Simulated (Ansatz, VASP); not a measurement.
## Co in VASP and in Ansatz

INCAR

```
SYSTEM = Co
PREC = Accurate ; ENCUT = 520
EDIFF = 1E-6 ; ISMEAR = -1
SIGMA = 0.05 ; LREAL = .FALSE.
LASPH = .TRUE. ; NELM = 150
ALGO = Normal ; ISIF = 2
LWAVE = .FALSE. ; LCHARG = .FALSE.
ISPIN = 2 ; MAGMOM = -1.699 -1.699
LORBIT = 11 ; LMAXMIX = 4
GGA = RE ; NBANDS = 20
```

KPOINTS

```
Automatic mesh
0
G
  14 14 10
  0 0 0
```

The input POSCAR:

```
Co
1.0
    2.4237524653      0.0000000000      0.0000000000
    0.0000000000      2.4237524653      0.0000000000
    0.0000000000      0.0000000000      3.4258402042
Co
2
Direct
    0.0000000000      0.0000000000      0.0000000000
    0.5000000000      0.5000000000      0.5000000000
```

Input for Ansatz:

```yaml
crystal:
  lattice:
    - [2.4237524653, 0.0, 0.0]
    - [0.0, 2.4237524653, 0.0]
    - [0.0, 0.0, 3.4258402042]
  atoms:
    - { symbol: Co, position: [0.0, 0.0, 0.0], spin: -1.699 }
    - { symbol: Co, position: [0.5, 0.5, 0.5], spin: -1.699 }
hamiltonian:
  xc: revpbe
  pseudopotentials:
    kind: paw
    azcp:
      Co: "pseudopotentials/Co.paw.azcp"
basis:
  ecutwfc: 420
  fft_grid_basis: typed
kpoints:
  mp_grid: { grid: [14, 14, 10], shift: [0, 0, 0] }
magnetization:
  spin_polarized: true
scf:
  occupations: { method: fermi_dirac, width: 0.05 }
  lower_state_search: "off"
output:
  stress: true
```

Alike in both runs: task single point; functional revPBE; k mesh 14 × 14 × 10; occupations fermi-dirac, width 0.05 eV; collinear spin.

|  | VASP | Ansatz |
| --- | --- | --- |
| version | VASP 6.6.1 | Ansatz 0.2.0 |
| potentials or method | VASP PAW PBE potentials, release 64 (Co), cutoff 520 eV | plane waves (420 eV) with PAW, scalar-relativistic |
| valence electrons in the cell | 18 | 34 |

|  | VASP | Ansatz | Ansatz less VASP |
| --- | --- | --- | --- |
| pressure (GPa) | 24.1 | 25.3 | +1.19 |
| traceless stress, the component that is largest in VASP (GPa) | 0.19 | 0.16 | -0.036 |
| net moment per atom (μB) | 1.58 | 1.59 | +0.006 |
| size of the moment on the site where the two differ most (μB) | 1.59 | 1.65 | +0.065 |

VASP's potentials were made for PBE, not for revPBE. Site moments also hang on the region over which each program counts them. VASP's potentials hold 18 valence electrons a cell and Ansatz's 34, so a difference there can come from the potentials and not from the codes.
